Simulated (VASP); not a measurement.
# Ge (Fd-3m) in VASP: single point with LDA

Aim: the single point of Ge with LDA.

All numbers are computed with VASP 6.6.1; they aren't measurements. Logs are shortened: lines on timing, memory, paths and dates and some standing lists are left out, and cuts for length are marked.

## Step 1: The cell of the first run

It takes space group Fd-3m (No. 227, cubic). Conventional cell: a = 5.622 Å, b = 5.622 Å, c = 5.622 Å, α = 90.00°, β = 90.00°, γ = 90.00°. Within 3.2 Å of Ge (site symmetry -43m) lie 4 Ge at 2.43 Å.

## Step 2: Single point, LDA

Contents of POSCAR:

```
Ge
1.0
    0.0000000000      2.8107737099      2.8107737099
    2.8107737099      0.0000000000      2.8107737099
    2.8107737099      2.8107737099      0.0000000000
Ge
2
Direct
    0.0000000000      0.0000000000      0.0000000000
    0.2500000000      0.2500000000      0.2500000000
```

Contents of INCAR.step1:

```
PREC = Accurate ; ENCUT = 410
EDIFF = 1E-6 ; ISMEAR = 0
SIGMA = 0.1 ; LREAL = False
LASPH = True ; NELM = 120
ALGO = Normal ; ISIF = 2
LWAVE = False ; LCHARG = True
GGA = CA ; NBANDS = 21
GGA_COMPAT = False ; NEDOS = 2001
LORBIT = 11
```

Contents of KPOINTS.step1:

```
regular mesh
0
Gamma
  14 14 14
```

Contents of INCAR.step2:

```
PREC = Accurate ; ENCUT = 410
EDIFF = 1E-6 ; ISMEAR = -5
SIGMA = 0.1 ; LREAL = False
LASPH = True ; NELM = 120
ALGO = Normal ; ISIF = 2
LWAVE = False ; LCHARG = False
GGA = CA ; LORBIT = 11
NEDOS = 1001 ; ICHARG = 11
GGA_COMPAT = False
```

Contents of KPOINTS.step2:

```
regular mesh
0
Gamma
  21 21 21
```

Potentials or basis: VASP PAW LDA potentials, release 64 (Ge_d).

Command:

```bash
> cat potpaw_LDA.64/Ge_d/POTCAR > POTCAR
> cp INCAR.step1 INCAR
> cp KPOINTS.step1 KPOINTS
> mpirun -np 1 vasp_std > vasp.out
> cp INCAR.step2 INCAR
> cp KPOINTS.step2 KPOINTS
> mpirun -np 1 vasp_std > vasp.out
```

OUTCAR:

```text
PREC = Accurate
   ENCUT = 410
   EDIFF = 1E-6
   ISMEAR = -5
   LREAL = False
   LASPH = True
   NELM = 120
   ISIF = 2
   GGA = CA
   LORBIT = 11
   ICHARG = 11

 ion  position               nearest neighbor table
   1  0.000  0.000  0.000-   2 2.43   2 2.43   2 2.43   2 2.43
   2  0.250  0.250  0.250-   1 2.43   1 2.43   1 2.43   1 2.43

  LATTYP: Found a face centered cubic cell.
 ALAT       =     5.6215474198

  Lattice vectors:

 A1 = (   0.0000000000,   2.8107737099,   2.8107737099)
 A2 = (   2.8107737099,   0.0000000000,   2.8107737099)
 A3 = (   2.8107737099,   2.8107737099,   0.0000000000)

Analysis of symmetry for initial positions (statically):
=====================================================================
 Subroutine PRICEL returns:
 Original cell was already a primitive cell.

 Routine SETGRP: Setting up the symmetry group for a
 face centered cubic supercell.

 Subroutine GETGRP returns: Found 48 space group operations
 (whereof 24 operations were pure point group operations)
 out of a pool of 48 trial point group operations.

The static configuration has the point symmetry T_d .
 The point group associated with its full space group is O_h .

Analysis of symmetry for dynamics (positions and initial velocities):
=====================================================================
 Subroutine PRICEL returns:
 Original cell was already a primitive cell.

 Routine SETGRP: Setting up the symmetry group for a
 face centered cubic supercell.

 Subroutine GETGRP returns: Found 48 space group operations
 (whereof 24 operations were pure point group operations)
 out of a pool of 48 trial point group operations.

The dynamic configuration has the point symmetry T_d .
 The point group associated with its full space group is O_h .

 Subroutine INISYM returns: Found 48 space group operations
 (whereof 24 operations are pure point group operations),
 and found     1 'primitive' translations

----------------------------------------------------------------------------------------

                                     Primitive cell

  volume of cell :      44.4127

  direct lattice vectors                    reciprocal lattice vectors
     0.000000000  2.810773710  2.810773710    -0.177886963  0.177886963  0.177886963
     2.810773710  0.000000000  2.810773710     0.177886963 -0.177886963  0.177886963
     2.810773710  2.810773710  0.000000000     0.177886963  0.177886963 -0.177886963

[... 90 lines left out ...]
   NFREE  =      0    steps in history (QN), initial steepest desc. (CG)
   ISIF   =      2    stress and relaxation
   ISYM   =      2    0-nonsym 1-usesym 2-fastsym
   POTIM  = 0.5000    time-step for ionic-motion
   TEBEG  =    0.0;   TEEND  =   0.0 temperature during run
   PSTRESS=    0.0 pullay stress
   NELECT =      28.0000    total number of electrons
   NUPDOWN=      -1.0000    fix difference up-down
   EMIN   =  10.00;   EMAX   =-10.00  energy-range for DOS
   EFERMI =   0.00;   METHOD = LEGACY
   ISMEAR =    -5;   SIGMA  =   0.10  broadening in eV -4-tet -1-fermi 0-gaus
   EFERMI_NEDOS =   21; number of points for ismear=-14 and -15
   IALGO  =     38    algorithm
   IMIX   =      4    mixing-type and parameters
     AMIX     =   0.40;   BMIX     =  1.00
     AMIX_MAG =   1.60;   BMIX_MAG =  1.00
  volume/ion in A,a.u.               =      22.21       149.86
  Fermi-wavevector in a.u.,A,eV,Ry     =   1.403756  2.652714 26.810701  1.970531
  Thomas-Fermi vector in A             =   2.526386
   LORBIT       =     11    0 simple, 1 ext, 2 COOP (PROOUT), +10 PAW based schemes
   GGA     = CA    functional components
   LHFCALC =     F    Hartree Fock is set to
   AEXX    =    0.0000 exact exchange contribution
   IVDW    =     0    specifies the selected vdW correction
   LEPSILON=     F    determine dielectric tensor
   LRPA    =     F    only Hartree local field effects (RPA)
 non-spin polarized calculation
 Fermi weights with tetrahedron method with Bloechl corrections
  energy-cutoff  :      410.00
  volume of cell :       44.41
 maximum number of plane-waves:       871

 number of electron      28.0000006 magnetization

 Free energy of the ion-electron system (eV)
  ---------------------------------------------------
  ext. energy  EPLUGINS =         0.00000000
  ---------------------------------------------------
  free energy    TOTEN  =       -10.39410950 eV

  energy without entropy =      -10.39410950  energy(sigma->0) =      -10.39410950

 E-fermi :   4.9319     XC(G=0): -10.3798

 val. band max:        4.9099439549   @ k =   0.0000   0.0000   0.0000
 cond. band min:       4.9448659981   @ k =   0.0000   0.0000   0.0000
 fundamental gap:      0.0349220432
 Fermi energy:         4.9318775450

 k-point     1 :       0.0000    0.0000    0.0000
  band No.  band energies     occupation
      1     -20.0514      2.00000
      2     -20.0514      2.00000
      3     -20.0514      2.00000
      4     -20.0129      2.00000
      5     -20.0129      2.00000
      6     -19.7930      2.00000
[... 481 lines left out ...]
      5     -19.9664      2.00000
      6     -19.8312      2.00000
[... 10 lines left out ...]
     17       8.7141      0.00000
     18      12.0838      0.00000

 [... further k-points ...]

------------------------ aborting loop because EDIFF is reached ----------------------------------------

  FORCE on cell =-STRESS in cart. coord.  units (eV):
  Direction    XX          YY          ZZ          XY          YZ          ZX
  --------------------------------------------------------------------------------------
  -------------------------------------------------------------------------------------
  Total       -0.0762819     -0.0762819     -0.0762819      0.0000000      0.0000000     -0.0000000
  in kB       -2.7518471     -2.7518471     -2.7518471      0.0000000      0.0000000     -0.0000000
  external PRESSURE =      -2.7518471 kB  Pullay stress =       0.0000000 kB

 VOLUME and BASIS-vectors are now :
 -----------------------------------------------------------------------------
  energy-cutoff  :      410.00
  volume of cell :       44.41
      direct lattice vectors                 reciprocal lattice vectors
     0.000000000  2.810773710  2.810773710    -0.177886963  0.177886963  0.177886963
     2.810773710  0.000000000  2.810773710     0.177886963 -0.177886963  0.177886963
     2.810773710  2.810773710  0.000000000     0.177886963  0.177886963 -0.177886963

 POSITION                                       TOTAL-FORCE (eV/Angst)
 -----------------------------------------------------------------------------------
      0.00000      0.00000      0.00000         0.000000      0.000000      0.000000
      1.40539      1.40539      1.40539        -0.000000     -0.000000     -0.000000
 -----------------------------------------------------------------------------------
    total drift:                                0.000000      0.000000      0.000000

  FREE ENERGIE OF THE ION-ELECTRON SYSTEM (eV)
  ---------------------------------------------------
  free  energy   TOTEN  =       -10.3941095039 eV

  energy  without entropy=      -10.3941095039  energy(sigma->0) =      -10.39410950

 total charge

# of ion       s       p       d       tot
------------------------------------------
    1        1.139   1.284  10.026  12.449
    2        1.139   1.284  10.026  12.449
--------------------------------------------------
tot          2.279   2.568  20.051  24.898
```

OUTCAR.step1:

```text
PREC = Accurate
   ENCUT = 410
   EDIFF = 1E-6
   ISMEAR = 0
   LREAL = False
   LASPH = True
[... 804 lines left out ...]
    total drift:                                0.000000      0.000000      0.000000

  FREE ENERGIE OF THE ION-ELECTRON SYSTEM (eV)
  ---------------------------------------------------
  free  energy   TOTEN  =       -10.3916967835 eV

  energy  without entropy=      -10.3915157658  energy(sigma->0) =      -10.39160627

 total charge

# of ion       s       p       d       tot
------------------------------------------
    1        1.139   1.284  10.026  12.449
    2        1.139   1.284  10.026  12.449
--------------------------------------------------
tot          2.279   2.568  20.051  24.898
```

OSZICAR.step1:

```text
N       E                     dE             d eps       ncg     rms          rms(c)
DAV:   1     0.171004536975E+03    0.17100E+03   -0.12875E+04  4908   0.318E+03
DAV:   2     0.136003526165E+02   -0.15740E+03   -0.15284E+03  4408   0.545E+02
DAV:   3    -0.984077861530E+01   -0.23441E+02   -0.23313E+02  5078   0.132E+02
DAV:   4    -0.105618538385E+02   -0.72108E+00   -0.72081E+00  4833   0.273E+01
DAV:   5    -0.105732242608E+02   -0.11370E-01   -0.11370E-01  5016   0.369E+00    0.336E+00
DAV:   6    -0.104518274891E+02    0.12140E+00   -0.36809E-02  4808   0.157E+00    0.193E+00
DAV:   7    -0.103909750433E+02    0.60852E-01   -0.76460E-02  4694   0.199E+00    0.140E-01
DAV:   8    -0.103916744253E+02   -0.69938E-03   -0.56811E-03  4978   0.828E-01    0.446E-02
DAV:   9    -0.103917000818E+02   -0.25656E-04   -0.98018E-05  5624   0.118E-01    0.143E-02
DAV:  10    -0.103916970278E+02    0.30540E-05   -0.93434E-06  5909   0.378E-02    0.417E-03
DAV:  11    -0.103916967835E+02    0.24429E-06   -0.94172E-07  3281   0.770E-03
   1 F= -.10391697E+02 E0= -.10391606E+02  d E =-.181018E-03
```

It took 3.6 min on 1 thread of Intel Xeon 8259CL, shared host; peak memory 0.24 GiB.

Results:

```
Valence electrons inside the program's atomic spheres : Ge 12.45
```

Levels at points of the mesh, in eV from the valence-band top:
| k point | band 10 | band 11 | band 12 | band 13 | band 14 | band 15 | band 16 | band 17 | band 18 |
| --- | --- | --- | --- | --- | --- | --- | --- | --- | --- |
| (0.00, 0.00, 0.00) | -24.69 | -12.95 | 0.00 | 0.00 | 0.00 | 0.03 | 2.54 | 2.54 | 2.54 |
